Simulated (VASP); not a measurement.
A run of VASP 6.6.1 is set up as follows.

Contents of INCAR:

```
ALGO = Normal
EDIFF = 1E-6
ENCUT = 520
GGA = PS
ISIF = 2
ISMEAR = 0
LASPH = True
LCHARG = False
LREAL = False
LWAVE = False
NBANDS = 26
NELM = 80
PREC = Accurate
SIGMA = 0.1
```

File KPOINTS:

```
k-points
0
Gamma
  12 12 12
```

File POSCAR:

```
AlCu3
1.0
    3.5577298045      0.0000000000      0.0000000000
    0.0000000000      3.5577298045      0.0000000000
    0.0000000000      0.0000000000      3.5577298045
Al Cu
1 3
Direct
    0.0000000000      0.0000000000      0.0000000000
    0.5000000000      0.5000000000      0.0000000000
    0.5000000000      0.0000000000      0.5000000000
    0.0000000000      0.5000000000      0.5000000000
```

Potentials or basis: VASP PAW PBE potentials, release 64 (Al, Cu).

The run is started by

```console
$ cat potpaw_PBE.64/Al/POTCAR potpaw_PBE.64/Cu/POTCAR > POTCAR
$ mpirun -np 1 vasp_std > vasp.out
```

**Question.** Predict the pressure.

**Answer.** 11.4 GPa.

**Question.** Predict the band gap on the k mesh.

**Answer.** Zero (bands 18 and 19 overlap by 5.86 eV).

Caveat: the cell stands under pressure; the PAW data sets were made with another functional, which shifts forces and pressure a little.
